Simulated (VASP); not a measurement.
# MoS2 in VASP: further runs, part 2 of 2

VASP 6.6.1. Earlier steps stand in the parts before.

### Step 3. Single point, PBEsol

This run uses another cell than the first one.

Contents of INCAR:

```
SYSTEM = MoS2
PREC = Accurate
ENCUT = 520
EDIFF = 1E-6
ISMEAR = 0
SIGMA = 0.02
LREAL = .False.
LASPH = .True.
NELM = 100
ALGO = Normal
ISIF = 2
LWAVE = .False.
LCHARG = .True.
GGA = PS
LELF = .True.
LVHAR = .True.
NBANDS = 20
```

Contents of KPOINTS:

```
Automatic mesh
0
Gamma
  12 12 2
  0 0 0
```

Contents of POSCAR:

```
MoS2
1.0
    3.1415002872      0.0000000000      0.0000000000
   -1.5707501436      2.7206190547      0.0000000000
    0.0000000000      0.0000000000     17.3373047165
Mo S
1 2
Direct
    0.0000000000      0.0000000000      0.0000000000
    0.3333333333      0.6666666667      0.0898690557
    0.3333333333      0.6666666667      0.9101309443
```

Potentials or basis: VASP PAW PBE potentials, release 64 (Mo_sv, S).

Started as:

```console
cat potpaw_PBE.64/Mo_sv/POTCAR potpaw_PBE.64/S/POTCAR > POTCAR
mpirun -np 1 vasp_std > vasp.out
```

OUTCAR:

```text
SYSTEM = MoS2
   PREC = Accurate
   ENCUT = 520
   EDIFF = 1E-6
   ISMEAR = 0
   LREAL = .False.
   LASPH = .True.
   NELM = 100
   ISIF = 2
   GGA = PS

 ion  position               nearest neighbor table
   1  0.000  0.000  0.000-   2 2.39   3 2.39   2 2.39   3 2.39   2 2.39   3 2.39
   2  0.333  0.667  0.090-   1 2.39   1 2.39   1 2.39
   3  0.333  0.667  0.910-   1 2.39   1 2.39   1 2.39

  LATTYP: Found a hexagonal cell.
 ALAT       =     3.1415002872
 C/A-ratio  =     5.5187977500

  Lattice vectors:

 A1 = (   3.1415002872,   0.0000000000,   0.0000000000)
 A2 = (  -1.5707501436,   2.7206190547,   0.0000000000)
 A3 = (   0.0000000000,   0.0000000000,  17.3373047165)

Analysis of symmetry for initial positions (statically):
=====================================================================
 Subroutine PRICEL returns:
 Original cell was already a primitive cell.

 Routine SETGRP: Setting up the symmetry group for a
 hexagonal supercell.

 Subroutine GETGRP returns: Found 12 space group operations
 (whereof 12 operations were pure point group operations)
[... 159 lines left out ...]
 Free energy of the ion-electron system (eV)
  ---------------------------------------------------
  ext. energy  EPLUGINS =         0.00000000
  ---------------------------------------------------
  free energy    TOTEN  =       -23.42511692 eV

  energy without entropy =      -23.42511692  energy(sigma->0) =      -23.42511692

 E-fermi :  -1.2602     XC(G=0):  -4.4662

 val. band max:       -1.3587134969   @ k =   0.3333   0.3333   0.5000
 cond. band min:       0.4491307764   @ k =   0.3333   0.3333   0.0000
 fundamental gap:      1.8078442733
 Fermi energy:        -1.2601752456

 k-point     1 :       0.0000    0.0000    0.0000
  band No.  band energies     occupation
      1     -62.0572      2.00000
      2     -36.2687      2.00000
      3     -36.0058      2.00000
      4     -36.0058      2.00000
      5     -15.5767      2.00000
      6     -14.2154      2.00000
[... 541 lines left out ...]
     19       6.1378      0.00000
     20       6.6319      0.00000

 [... further k-points ...]
[... 5 lines left out ...]
  --------------------------------------------------------------------------------------
  -------------------------------------------------------------------------------------
  Total       -0.0311933     -0.0311933     -0.0210960     -0.0000000      0.0000000     -0.0000000
  in kB       -0.3372764     -0.3372764     -0.2280990     -0.0000000      0.0000000     -0.0000000
  external PRESSURE =      -0.3008839 kB  Pullay stress =       0.0000000 kB

 VOLUME and BASIS-vectors are now :
 -----------------------------------------------------------------------------
  energy-cutoff  :      520.00
  volume of cell :      148.18
      direct lattice vectors                 reciprocal lattice vectors
     3.141500287  0.000000000  0.000000000     0.318319245  0.183781702  0.000000000
    -1.570750144  2.720619055  0.000000000     0.000000000  0.367563404  0.000000000
     0.000000000  0.000000000 17.337304717     0.000000000  0.000000000  0.057679092

 POSITION                                       TOTAL-FORCE (eV/Angst)
 -----------------------------------------------------------------------------------
      0.00000      0.00000      0.00000         0.000000     -0.000000      0.000000
     -0.00000      1.81375      1.55809        -0.000000      0.000000      0.000988
     -0.00000      1.81375     15.77922        -0.000000      0.000000     -0.000988
 -----------------------------------------------------------------------------------
    total drift:                                0.000000     -0.000000     -0.000000

  FREE ENERGIE OF THE ION-ELECTRON SYSTEM (eV)
  ---------------------------------------------------
  free  energy   TOTEN  =       -23.4251169248 eV

  energy  without entropy=      -23.4251169248  energy(sigma->0) =      -23.42511692
```

OSZICAR:

```text
N       E                     dE             d eps       ncg     rms          rms(c)
DAV:   1     0.165316313574E+03    0.16532E+03   -0.12357E+04  1896   0.108E+03
DAV:   2    -0.136623216742E+02   -0.17898E+03   -0.17477E+03  2052   0.258E+02
DAV:   3    -0.246957551808E+02   -0.11033E+02   -0.10929E+02  1956   0.563E+01
[... 14 lines left out ...]
DAV:  18    -0.234250837410E+02   -0.21297E-04   -0.87053E-07  1424   0.503E-03    0.264E-03
DAV:  19    -0.234251044471E+02   -0.20706E-04   -0.13736E-06  1500   0.411E-03    0.124E-03
DAV:  20    -0.234251142022E+02   -0.97551E-05   -0.54598E-07  1564   0.201E-03    0.844E-04
DAV:  21    -0.234251163029E+02   -0.21007E-05   -0.94084E-08  1340   0.846E-04    0.334E-04
DAV:  22    -0.234251169248E+02   -0.62188E-06   -0.24628E-08  1124   0.391E-04
   1 F= -.23425117E+02 E0= -.23425117E+02  d E =-.448609E-14
```

stdout:

```text
POSCAR found type information on POSCAR MoS
 POSCAR found :  2 types and       3 ions
 scaLAPACK will be used
 -----------------------------------------------------------------------------
|                                                                             |
|                                                                             |
|     You enforced a specific xc type in the INCAR file but a different       |
|     I HOPE YOU KNOW WHAT YOU ARE DOING!                                     |
|                                                                             |
 -----------------------------------------------------------------------------

 LDA part: xc-table for (Slater+PW92), standard interpolation
 POSCAR, INCAR and KPOINTS ok, starting setup
 FFT: planning ... GRIDC
 FFT: planning ... GRID_SOFT
 FFT: planning ... GRID
 WAVECAR not read
 entering main loop
```

Run time: 1.7 min. Hardware: 1 thread of Intel Xeon 6975P-C (Granite Rapids), shared host; peak memory 0.3 GiB.

Results:

| Quantity | Value |
| --- | --- |
| Free energy | -23.4251 eV |
| Band gap on the k mesh | 1.81 eV |

Levels at points of the mesh, in eV from the valence-band top:
| k point | band 10 | band 11 | band 12 | band 13 | band 14 | band 15 | band 16 | band 17 |
| --- | --- | --- | --- | --- | --- | --- | --- | --- |
| (0.00, 0.00, 0.00) | -1.85 | -1.46 | -1.46 | -0.08 | 2.90 | 2.90 | 3.17 | 3.17 |
| (0.50, 0.00, 0.00) | -3.20 | -1.93 | -0.88 | -0.66 | 2.41 | 2.92 | 3.97 | 4.49 |
| (0.00, 0.00, 0.50) | -1.85 | -1.46 | -1.46 | -0.08 | 2.90 | 2.90 | 3.17 | 3.17 |
| (0.50, 0.00, 0.50) | -3.20 | -1.93 | -0.88 | -0.66 | 2.41 | 2.92 | 3.97 | 4.49 |

Caveat: the PAW data sets were made with another functional, which shifts forces and pressure a little.
